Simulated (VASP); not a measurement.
Crystal: TeAs3F.

```
Te As F
1.0
     5.16365    0.00000    0.00000
    -2.58182    4.47185    0.00000
     0.00000    0.00000    4.88308
Te As F
1 3 1
Cartesian
  0.0000 2.9812 2.4415
  -1.1016 3.6173 0.0000
  0.0000 1.7092 0.0000
  1.1016 3.6173 0.0000
  0.0000 0.0000 2.4415
```

The cell was generated, and may not be a known phase.

* Program: VASP 6.6.1
* Task: relaxation of cell and atoms
* Functional: PBE
* Potentials or basis: VASP PAW PBE potentials, release 64 (Te, As, F)
* Cutoff: 600 eV
* k mesh: 6 × 6 × 4
* Occupations: gaussian, width 0.1 eV
* Spin: no spin polarisation

At the start: pressure 22.4 GPa; volume 22.55 Å³/atom.

Problem. Where does the relaxation end?

Solution. Over 15 steps the energy falls by 440.9 meV/atom and the volume is 27.91 Å³/atom (+23.8 %); space group P-6m2 (No. 187, to 0.1 Å) before and after.

The path:
| step | energy change (eV) | largest force (eV/Å) | pressure (GPa) | volume (Å³) |
| --- | --- | --- | --- | --- |
| 1 | 0.0000 | 6.1162 | 22.37 | 112.76 |
| 2 | -0.4098 | 1.2258 | -8.37 | 172.32 |
| 3 | -0.8680 | 0.5330 | -7.35 | 159.74 |
| 4 | -1.2574 | 0.7157 | -5.90 | 150.40 |
| 5 | -1.9050 | 0.3191 | 0.85 | 130.68 |
| 6 | -1.9048 | 0.3979 | 0.53 | 131.22 |
| 7 | -1.9965 | 0.3588 | -0.01 | 133.56 |
| 8 | -2.1622 | 0.3187 | -1.04 | 138.47 |
| 9 | -1.8161 | 0.4701 | 0.92 | 146.92 |
| 10 | -2.1862 | 0.3502 | -0.99 | 139.89 |
| 11 | -2.1889 | 0.3827 | -0.92 | 140.65 |
| 12 | -2.1788 | 0.3302 | 1.76 | 137.05 |
| 13 | -2.2013 | 0.1027 | 0.18 | 139.07 |
| 14 | -2.2042 | 0.0106 | 0.12 | 139.65 |
| 15 | -2.2044 | 0.0106 | 0.12 | 139.55 |

Final structure:
```cif
data_structure
_symmetry_space_group_name_H-M 'P 1'
_symmetry_Int_Tables_number 1
_cell_length_a 5.8343
_cell_length_b 5.8343
_cell_length_c 4.7339
_cell_angle_alpha 90.000
_cell_angle_beta 90.000
_cell_angle_gamma 120.000
_cell_volume 139.55
loop_
_atom_site_label
_atom_site_type_symbol
_atom_site_fract_x
_atom_site_fract_y
_atom_site_fract_z
_atom_site_occupancy
Te1 Te 0.33333 0.66667 0.50000 1
As1 As 0.18505 0.81495 0.00000 1
As2 As 0.18505 0.37010 0.00000 1
As3 As 0.62990 0.81495 0.00000 1
F1 F 0.00000 0.00000 0.50000 1
```

Caveat: the volume moved by over 15 % at a fixed basis, so the end points are rough.
